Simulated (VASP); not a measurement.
Wanted: the native input for a VASP 6.6.1 run.

```yaml
Task: single point
Functional: LDA
Potentials_or_basis: VASP PAW LDA potentials, release 64 (Zn)
Cutoff: 520 eV
k_mesh: 16 × 16 × 16
Occupations: fermi-dirac, width 0.1 eV
Spin: no spin polarisation
Dipole_correction: no
Further_INCAR_settings: ALGO = Normal; EDIFF = 1e-06; NBANDS = 12
```

The structure of Zn lies in POSCAR:

```
Zn
1.0
    2.4031649214      0.0000000000      0.0000000000
    0.0000000000      2.4031649214      0.0000000000
    0.0000000000      0.0000000000      2.4031649214
Zn
1
Direct
    0.0000000000      0.0000000000      0.0000000000
```

These files were run (other wordings do the same):

INCAR

```
SYSTEM = Zn
PREC = Accurate
ENCUT = 520
EDIFF = 1E-6
ISMEAR = -1
SIGMA = 0.1
LREAL = .False.
LASPH = .True.
NELM = 80
ALGO = Normal
ISIF = 2
LWAVE = .False.
LCHARG = .True.
LELF = .True.
LVHAR = .True.
NBANDS = 12
```

KPOINTS

```
Automatic mesh
0
Gamma
  16 16 16
  0 0 0
```

Potentials or basis: VASP PAW LDA potentials, release 64 (Zn).

Launch:

```sh
$ cat potpaw_LDA.64/Zn/POTCAR > POTCAR
$ mpirun -np 1 vasp_std > vasp.out
```

Results of the run:

| Item | Value |
| --- | --- |
| Pressure | 16.0 GPa |
| Band gap on the k mesh | zero (band 6 reaches 9.94 eV, above the bottom of band 7 at 0.68 eV) |

Run time: 14 s on 1 thread of Intel(R) Xeon(R) Platinum 8259CL CPU @ 2.50GHz (Skylake/Cascade Lake), with other jobs on the host, peak memory 0.13 GiB.
